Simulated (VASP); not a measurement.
# Cu (I4/mmm) in VASP: a series of runs, part 2 of 2

VASP 6.6.1. The steps go on from the part before.

### Step 3. Single point, PBE

The input, INCAR:

```
  PREC = Accurate
  ENCUT = 520
  EDIFF = 1E-7
  ISMEAR = 0
  SIGMA = 0.1
  LREAL = False
  LASPH = True
  NELM = 100
  ALGO = Normal
  ISIF = 2
  LWAVE = False
  LCHARG = False
  GGA = PE
  NBANDS = 12
```

The input, KPOINTS:

```
Automatic mesh
0
Gamma
  13 13 13
```

The input, POSCAR:

```
Cu
1.0
    2.4610780700      0.0000000000      0.0000000000
   -0.9222401322      2.2817489794      0.0000000000
   -0.7694189690     -1.1408744898      2.0404178776
Cu
1
Direct
    0.0000000000      0.0000000000      0.0000000000
```

Potentials or basis: VASP PAW PBE potentials, release 64 (Cu).

Launch:

```bash
> cat potpaw_PBE.64/Cu/POTCAR > POTCAR
> mpirun -np 1 vasp_std > vasp.out
```

OUTCAR:

```text
PREC = Accurate
   ENCUT = 520
   EDIFF = 1E-7
   ISMEAR = 0
   LREAL = False
   LASPH = True
   NELM = 100
   ISIF = 2
   GGA = PE

 ion  position               nearest neighbor table
   1  0.000  0.000  0.000-

  LATTYP: Found a body centered tetragonal cell.
 ALAT       =     2.8855866355
 C/A-ratio  =     0.9537620052

  Lattice vectors:

 A1 = (   2.4610780700,   0.0000000000,   0.0000000000)
 A2 = (  -0.9222401322,   2.2817489794,   0.0000000000)
 A3 = (  -0.7694189690,  -1.1408744898,   2.0404178776)

Analysis of symmetry for initial positions (statically):
=====================================================================
 Subroutine PRICEL returns:
 Original cell was already a primitive cell.

 Routine SETGRP: Setting up the symmetry group for a
 body centered tetragonal supercell.

 Subroutine GETGRP returns: Found 16 space group operations
 (whereof 16 operations were pure point group operations)
 out of a pool of 16 trial point group operations.

The static configuration has the point symmetry D_4h.

Analysis of symmetry for dynamics (positions and initial velocities):
=====================================================================
 Subroutine PRICEL returns:
 Original cell was already a primitive cell.

 Routine SETGRP: Setting up the symmetry group for a
 body centered tetragonal supercell.

 Subroutine GETGRP returns: Found 16 space group operations
 (whereof 16 operations were pure point group operations)
 out of a pool of 16 trial point group operations.

The dynamic configuration has the point symmetry D_4h.

 Subroutine INISYM returns: Found 16 space group operations
 (whereof 16 operations are pure point group operations),
 and found     1 'primitive' translations

----------------------------------------------------------------------------------------

                                     Primitive cell

  volume of cell :      11.4581

  direct lattice vectors                    reciprocal lattice vectors
     2.461078070  0.000000000  0.000000000     0.406325997  0.164229345  0.245047843
    -0.922240132  2.281748979  0.000000000     0.000000000  0.438260303  0.245047843
    -0.769418969 -1.140874490  2.040417878     0.000000000  0.000000000  0.490095686

  length of vectors
     2.461078070  2.461078070  2.461078070     0.502116061  0.502116061  0.490095686

  position of ions in fractional coordinates (direct lattice)
     0.000000000  0.000000000  0.000000000

  ion indices of the primitive-cell ions
   primitive index   ion index
                 1           1

----------------------------------------------------------------------------------------

 KPOINTS: Automatic mesh

Automatic generation of k-mesh.
 Grid dimensions read from file:
 generate k-points for:   13   13   13

 Generating k-lattice:

  Cartesian coordinates                     Fractional coordinates (reciprocal lattice)
     0.031255846  0.012633027  0.018849834     0.076923077  0.000000000  0.000000000
     0.000000000  0.033712331  0.018849834     0.000000000  0.076923077 -0.000000000
     0.000000000  0.000000000  0.037699668     0.000000000  0.000000000  0.076923077

  Length of vectors
     0.038624312  0.038624312  0.037699668

  Shift w.r.t. Gamma in fractional coordinates (k-lattice)
     0.000000000  0.000000000  0.000000000

 Subroutine IBZKPT returns following result:
 ===========================================

 Found    196 irreducible k-points:

 Following reciprocal coordinates:
            Coordinates               Weight
  0.000000  0.000000  0.000000      1.000000
  0.076923 -0.000000  0.000000      8.000000
  0.153846 -0.000000  0.000000      8.000000
  0.230769  0.000000  0.000000      8.000000
  0.307692 -0.000000  0.000000      8.000000
  0.384615 -0.000000  0.000000      8.000000
[... 16 lines left out ...]
  0.384615  0.153846 -0.000000     16.000000
  0.461538  0.153846  0.000000     16.000000
 [... further k-points ...]
   k-points           NKPTS =    196   k-points in BZ     NKDIM =    196   number of bands    NBANDS=     12
   number of dos      NEDOS =    301   number of ions     NIONS =      1
   total plane-waves  NPLWV =   5832
   dimension x,y,z NGX =    18 NGY =   18 NGZ =   18
   dimension x,y,z NGXF=    36 NGYF=   36 NGZF=   36
   ions per type =               1
   NGX,Y,Z   is equivalent  to a cutoff of  12.16, 12.16, 12.16 a.u.
   NGXF,Y,Z  is equivalent  to a cutoff of  24.32, 24.32, 24.32 a.u.
 SYSTEM =  unknown system
   PREC   = accura    normal or accurate (medium, high low for compatibility)
   ISTART =      0    job   : 0-new  1-cont  2-samecut
   ICHARG =      2    charge: 1-file 2-atom 10-const
   ISPIN  =      1    spin polarized calculation?
   LNONCOLLINEAR =      F non collinear calculations
   LSORBIT =      F    spin-orbit coupling
   LASPH  =      T    aspherical Exc in radial PAW
   ENCUT  =  520.0 eV  38.22 Ry    6.18 a.u.   4.58  4.58  4.58*2*pi/ulx,y,z
   NELM   =    100;   NELMIN=  2; NELMDL= -5     # of ELM steps
   EDIFF  = 0.1E-06   stopping-criterion for ELM
   LREAL  =      F    real-space projection
   EDIFFG = 0.1E-05   stopping-criterion for IOM
   NSW    =      0    number of steps for IOM
   IBRION =     -1    ionic relax: 0-MD 1-quasi-New 2-CG
   NFREE  =      0    steps in history (QN), initial steepest desc. (CG)
   ISIF   =      2    stress and relaxation
   ISYM   =      2    0-nonsym 1-usesym 2-fastsym
   POTIM  = 0.5000    time-step for ionic-motion
   TEBEG  =    0.0;   TEEND  =   0.0 temperature during run
   PSTRESS=    0.0 pullay stress
   NELECT =      11.0000    total number of electrons
   NUPDOWN=      -1.0000    fix difference up-down
   EMIN   =  10.00;   EMAX   =-10.00  energy-range for DOS
   EFERMI =   0.00;   METHOD = LEGACY
   ISMEAR =     0;   SIGMA  =   0.10  broadening in eV -4-tet -1-fermi 0-gaus
   EFERMI_NEDOS =   21; number of points for ismear=-14 and -15
   IALGO  =     38    algorithm
   IMIX   =      4    mixing-type and parameters
     AMIX     =   0.40;   BMIX     =  1.00
     AMIX_MAG =   1.60;   BMIX_MAG =  1.00
  volume/ion in A,a.u.               =      11.46        77.32
  Fermi-wavevector in a.u.,A,eV,Ry     =   1.614984  3.051878 35.486359  2.608174
  Thomas-Fermi vector in A             =   2.709805
   LORBIT       =      0    0 simple, 1 ext, 2 COOP (PROOUT), +10 PAW based schemes
   GGA     = PE    functional components
   LHFCALC =     F    Hartree Fock is set to
   AEXX    =    0.0000 exact exchange contribution
   IVDW    =     0    specifies the selected vdW correction
   LEPSILON=     F    determine dielectric tensor
   LRPA    =     F    only Hartree local field effects (RPA)
 non-spin polarized calculation
 Gauss-broadening in eV      SIGMA  =   0.10
  energy-cutoff  :      520.00
  volume of cell :       11.46
 maximum number of plane-waves:       323
   NGX =  9   NGY =  9   NGZ =  9

 number of electron      10.9999998 magnetization

 Free energy of the ion-electron system (eV)
  ---------------------------------------------------
  ext. energy  EPLUGINS =         0.00000000
  ---------------------------------------------------
  free energy    TOTEN  =        -3.68351443 eV

  energy without entropy =       -3.68180371  energy(sigma->0) =       -3.68265907

 E-fermi :   7.9224     XC(G=0): -12.9030

 val. band max:        7.9047747424   @ k =  -0.0769  -0.4615   0.0769
 cond. band min:       7.9323805844   @ k =  -0.2308   0.4615   0.0769
 fundamental gap:      0.0276058420
 Fermi energy:         7.9224208251

 k-point     1 :       0.0000    0.0000    0.0000
  band No.  band energies     occupation
      1      -1.6112      2.00000
      2       4.6506      2.00000
      3       4.8456      2.00000
      4       4.8456      2.00000
      5       5.7162      2.00000
      6       5.9227      2.00000
      7      32.8393      0.00000
      8      32.8393      0.00000
      9      34.0845      0.00000
     10      36.9100      0.00000
     11      36.9100      0.00000
     12      36.9232      0.00000
[... 331 lines left out ...]
 k-point    24 :       0.4615    0.1538    0.0000
  band No.  band energies     occupation
      1       3.1267      2.00000
      2       4.0296      2.00000
      3       5.1440      2.00000
      4       5.7998      2.00000
      5       6.1409      2.00000
      6       8.8628      0.00000
      7      13.5168      0.00000
      8      20.2086      0.00000
      9      25.3408      0.00000
     10      31.7305      0.00000
     11      37.4970      0.00000
     12      39.8747      0.00000

 [... further k-points ...]

------------------------ aborting loop because EDIFF is reached ----------------------------------------

  FORCE on cell =-STRESS in cart. coord.  units (eV):
  Direction    XX          YY          ZZ          XY          YZ          ZX
  --------------------------------------------------------------------------------------
  -------------------------------------------------------------------------------------
  Total        0.5625361      0.5599276      0.5647124     -0.0032270     -0.0000000     -0.0000000
  in kB       78.6590353     78.2942816     78.9633469     -0.4512254     -0.0000000     -0.0000000
  external PRESSURE =      78.6388879 kB  Pullay stress =       0.0000000 kB

 VOLUME and BASIS-vectors are now :
 -----------------------------------------------------------------------------
  energy-cutoff  :      520.00
  volume of cell :       11.46
      direct lattice vectors                 reciprocal lattice vectors
     2.461078070  0.000000000  0.000000000     0.406325997  0.164229345  0.245047843
    -0.922240132  2.281748979  0.000000000     0.000000000  0.438260303  0.245047843
    -0.769418969 -1.140874490  2.040417878     0.000000000  0.000000000  0.490095686

 POSITION                                       TOTAL-FORCE (eV/Angst)
 -----------------------------------------------------------------------------------
      0.00000      0.00000      0.00000        -0.000000     -0.000000      0.000000
 -----------------------------------------------------------------------------------
    total drift:                                0.000000      0.000000     -0.000000

  FREE ENERGIE OF THE ION-ELECTRON SYSTEM (eV)
  ---------------------------------------------------
  free  energy   TOTEN  =        -3.6835144284 eV

  energy  without entropy=       -3.6818037093  energy(sigma->0) =       -3.68265907
```

It took 37 s on 1 thread of AMD EPYC 7R13, shared host; peak memory 0.11 GiB.

What came out:

```yaml
Free_energy: -3.6835 eV
Pressure: 7.9 GPa
```

### Step 4. Single point, LDA

This run uses another cell than the first one, of 10.93 Å³/atom, 0.954 times its volume.

The input, INCAR:

```
  PREC = Accurate
  ENCUT = 520
  EDIFF = 1E-6
  ISMEAR = -1
  SIGMA = 0.05
  LREAL = False
  LASPH = True
  NELM = 100
  ALGO = Normal
  ISIF = 2
  LWAVE = False
  LCHARG = False
  NBANDS = 12
```

KPOINTS is that of step 3.

The input, POSCAR:

```
Cu
1.0
   -1.4187541245      1.4187541245      1.3574101425
    1.4187541245     -1.4187541245      1.3574101425
    1.4187541245      1.4187541245     -1.3574101425
Cu
1
Direct
    0.0000000000      0.0000000000      0.0000000000
```

Potentials or basis: VASP PAW LDA potentials, release 64 (Cu).

Launch:

```bash
> cat potpaw_LDA.64/Cu/POTCAR > POTCAR
> mpirun -np 1 vasp_std > vasp.out
```

Wall time 26 s (1 thread of Intel Xeon 8259CL, shared host); peak memory 0.13 GiB.

Results (log left out):

| Item | Value |
| --- | --- |
| Free energy | -4.6737 eV |
| Pressure | 0.9 GPa |

Levels at points of the mesh, in eV from the Fermi level:
```csv
k point,band 2,band 3,band 4,band 5,band 6,band 7,band 8,band 9,band 10,band 11
"(0.00, 0.00, 0.00)",-3.48,-3.28,-3.28,-2.31,-2.10,25.48,25.48,26.66,29.84,29.88
```

### Step 5. Single point, PBE

The input, INCAR:

```
PREC = Accurate ; ENCUT = 520
EDIFF = 1E-6 ; ISMEAR = 0
SIGMA = 0.011 ; LREAL = False
LASPH = True ; NELM = 100
ALGO = Fast ; ISIF = 2
LWAVE = False ; LCHARG = False
GGA = PE ; NBANDS = 12
```

The input, KPOINTS:

```
regular mesh
0
Gamma
  13 13 13
```

The input, POSCAR:

```
Cu
1.0
   -1.4427933200      1.4427933200      1.3760814500
    1.4427933200     -1.4427933200      1.3760814500
    1.4427933200      1.4427933200     -1.3760814500
Cu
1
Direct
    0.0000000000      0.0000000000      0.0000000000
```

Potentials or basis: VASP PAW PBE potentials, release 64 (Cu).

Launch:

```bash
> cat potpaw_PBE.64/Cu/POTCAR > POTCAR
> mpirun -np 1 vasp_std > vasp.out
```

Run time: 30 s. Hardware: 1 thread of Intel Xeon 8259CL, shared host; peak memory 0.14 GiB.

The run converged. Its results:

* Free energy: -3.6825 eV
* Pressure: 8.3 GPa

Stress tensor (GPa, compression positive):
```
8.36 0.00 0.00
0.00 8.36 0.00
0.00 0.00 8.24
```

Levels at points of the mesh, in eV from the Fermi level:
```csv
k point,band 4,band 5,band 6,band 7,band 8,band 9
"(0.00, 0.00, 0.00)",-3.06,-2.19,-1.98,24.93,24.93,26.18
```

### Step 6. Single point, LDA

The input, INCAR:

```
SYSTEM = Cu
  PREC = Accurate
  ENCUT = 520
  EDIFF = 1E-6
  ISMEAR = -1
  SIGMA = 0.05
  LREAL = .False.
  LASPH = .True.
  NELM = 80
  ALGO = Fast
  ISIF = 2
  LWAVE = .False.
  LCHARG = .False.
  NBANDS = 12
```

The input, KPOINTS:

```
regular mesh
0
Gamma
  13 13 13
  0 0 0
```

POSCAR is that of step 5.

Potentials or basis: VASP PAW LDA potentials, release 64 (Cu).

Launch:

```bash
> cat potpaw_LDA.64/Cu/POTCAR > POTCAR
> mpirun -np 1 vasp_std > vasp.out
```

OUTCAR:

```text
SYSTEM = Cu
   PREC = Accurate
   ENCUT = 520
   EDIFF = 1E-6
   ISMEAR = -1
   LREAL = .False.
   LASPH = .True.
   NELM = 80
   ISIF = 2

 ion  position               nearest neighbor table
   1  0.000  0.000  0.000-

  LATTYP: Found a body centered tetragonal cell.
 ALAT       =     2.8855866400
 C/A-ratio  =     0.9537620052

  Lattice vectors:

 A1 = (  -1.4427933200,   1.4427933200,   1.3760814500)
 A2 = (   1.4427933200,  -1.4427933200,   1.3760814500)
 A3 = (   1.4427933200,   1.4427933200,  -1.3760814500)

Analysis of symmetry for initial positions (statically):
=====================================================================
 Subroutine PRICEL returns:
 Original cell was already a primitive cell.

 Routine SETGRP: Setting up the symmetry group for a
 body centered tetragonal supercell.

 Subroutine GETGRP returns: Found 16 space group operations
 (whereof 16 operations were pure point group operations)
 out of a pool of 16 trial point group operations.

The static configuration has the point symmetry D_4h.

Analysis of symmetry for dynamics (positions and initial velocities):
=====================================================================
 Subroutine PRICEL returns:
 Original cell was already a primitive cell.

 Routine SETGRP: Setting up the symmetry group for a
 body centered tetragonal supercell.

 Subroutine GETGRP returns: Found 16 space group operations
 (whereof 16 operations were pure point group operations)
 out of a pool of 16 trial point group operations.

The dynamic configuration has the point symmetry D_4h.

 Subroutine INISYM returns: Found 16 space group operations
 (whereof 16 operations are pure point group operations),
 and found     1 'primitive' translations

----------------------------------------------------------------------------------------

                                     Primitive cell

  volume of cell :      11.4581

[... 113 lines left out ...]
   AEXX    =    0.0000 exact exchange contribution
   IVDW    =     0    specifies the selected vdW correction
   LEPSILON=     F    determine dielectric tensor
   LRPA    =     F    only Hartree local field effects (RPA)
 non-spin polarized calculation
 RMM-DIIS sequential band-by-band and
  energy-cutoff  :      520.00
  volume of cell :       11.46
 maximum number of plane-waves:       323
   NGX =  9   NGY =  9   NGZ =  9

 number of electron      10.9999998 magnetization

 Free energy of the ion-electron system (eV)
  ---------------------------------------------------
  ext. energy  EPLUGINS =         0.00000000
  ---------------------------------------------------
  free energy    TOTEN  =        -4.66342656 eV

  energy without entropy =       -4.66077254  energy(sigma->0) =       -4.66209955

 E-fermi :   7.6714     XC(G=0): -13.2809

 val. band max:        7.6655598627   @ k =  -0.0769  -0.4615   0.0769
 cond. band min:       7.6757290302   @ k =  -0.2308   0.4615   0.0769
 fundamental gap:      0.0101691675
 Fermi energy:         7.6714043263

 k-point     1 :       0.0000    0.0000    0.0000
  band No.  band energies     occupation
      1      -1.8510      2.00000
      2       4.3577      2.00000
      3       4.5560      2.00000
      4       4.5560      2.00000
      5       5.4450      2.00000
      6       5.6559      2.00000
      7      32.6565      0.00000
      8      32.6565      0.00000
      9      33.9127      0.00000
     10      36.4435      0.00000
     11      36.4448      0.00000
     12      36.7366      0.00000
[... 331 lines left out ...]
 k-point    24 :       0.4615    0.1538    0.0000
  band No.  band energies     occupation
      1       2.8491      2.00000
      2       3.7399      2.00000
      3       4.8803      2.00000
      4       5.5268      2.00000
      5       5.8684      2.00000
      6       8.6206      0.00000
      7      13.2486      0.00000
      8      19.9293      0.00000
      9      25.0319      0.00000
     10      31.5090      0.00000
     11      37.2023      0.00000
     12      39.6202      0.00000

 [... further k-points ...]

------------------------ aborting loop because EDIFF is reached ----------------------------------------

  FORCE on cell =-STRESS in cart. coord.  units (eV):
  Direction    XX          YY          ZZ          XY          YZ          ZX
  --------------------------------------------------------------------------------------
  -------------------------------------------------------------------------------------
  Total       -0.4754625     -0.4754625     -0.5034382      0.0000000      0.0000000      0.0000000
  in kB      -66.4835948    -66.4835948    -70.3954112      0.0000000      0.0000000      0.0000000
  external PRESSURE =     -67.7875336 kB  Pullay stress =       0.0000000 kB

 VOLUME and BASIS-vectors are now :
 -----------------------------------------------------------------------------
  energy-cutoff  :      520.00
  volume of cell :       11.46
      direct lattice vectors                 reciprocal lattice vectors
    -1.442793320  1.442793320  1.376081450     0.000000000  0.346549983  0.363350585
     1.442793320 -1.442793320  1.376081450     0.346549983  0.000000000  0.363350585
     1.442793320  1.442793320 -1.376081450     0.346549983  0.346549983  0.000000000

 POSITION                                       TOTAL-FORCE (eV/Angst)
 -----------------------------------------------------------------------------------
      0.00000      0.00000      0.00000         0.000000      0.000000     -0.000000
 -----------------------------------------------------------------------------------
    total drift:                                0.000000      0.000000      0.000000

  FREE ENERGIE OF THE ION-ELECTRON SYSTEM (eV)
  ---------------------------------------------------
  free  energy   TOTEN  =        -4.6634265583 eV

  energy  without entropy=       -4.6607725418  energy(sigma->0) =       -4.66209955
```

stdout:

```text
POSCAR found type information on POSCAR Cu
 POSCAR found :  1 types and       1 ions
 scaLAPACK will be used
 LDA part: xc-table for (Slater(with rela. corr.)+CA(PZ))
 , standard interpolation
 POSCAR, INCAR and KPOINTS ok, starting setup
 FFT: planning ... GRIDC
 FFT: planning ... GRID_SOFT
 FFT: planning ... GRID
 WAVECAR not read
 entering main loop
```

Wall time 32 s (1 thread of Intel Xeon 8259CL, shared host); peak memory 0.13 GiB.

What came out:

```
Free energy : -4.6634 eV
Pressure    : -6.8 GPa
```

Levels at points of the mesh, in eV from the Fermi level:
```csv
k point,band 2,band 3,band 4,band 5,band 6,band 7,band 8,band 9,band 10,band 11
"(0.00, 0.00, 0.00)",-3.31,-3.12,-3.12,-2.23,-2.02,24.99,24.99,26.24,28.77,28.77
```

### Step 7. The runs side by side

```tsv
level	potentials or basis	cell	k mesh	smearing	grid for exact exchange (PRECFOCK)	gap on the mesh (eV)	pressure (GPa)
PBE0	VASP PAW PBE potentials, release 64 (Cu)	a = 2.461 Å, angles 108.2, 108.2, 112.0°, 1 atom	6 × 6 × 6	fermi-dirac 0.05 eV	Normal	none	7.3
PBE	VASP PAW PBE potentials, release 64 (Cu)	a = 2.461 Å, angles 108.2, 108.2, 112.0°, 1 atom	13 × 13 × 13	gaussian 0.1 eV	-	none	7.9
LDA	VASP PAW LDA potentials, release 64 (Cu)	a = 2.422 Å, angles 108.3, 108.3, 111.8°, 1 atom	13 × 13 × 13	fermi-dirac 0.05 eV	-	none	0.9
PBE	VASP PAW PBE potentials, release 64 (Cu)	a = 2.461 Å, angles 108.2, 108.2, 112.0°, 1 atom	13 × 13 × 13	gaussian 0.011 eV	-	none	8.3
LDA	VASP PAW LDA potentials, release 64 (Cu)	a = 2.461 Å, angles 108.2, 108.2, 112.0°, 1 atom	13 × 13 × 13	fermi-dirac 0.05 eV	-	none	-6.8
```

Alike in all rows: task single point; no spin polarisation; cutoff (eV) 520.

Caveats: some runs use coarse meshes; the PAW data sets were made with another functional, which shifts forces and pressure a little (some runs).

Absolute energies hang on the potentials; compare differences alone.
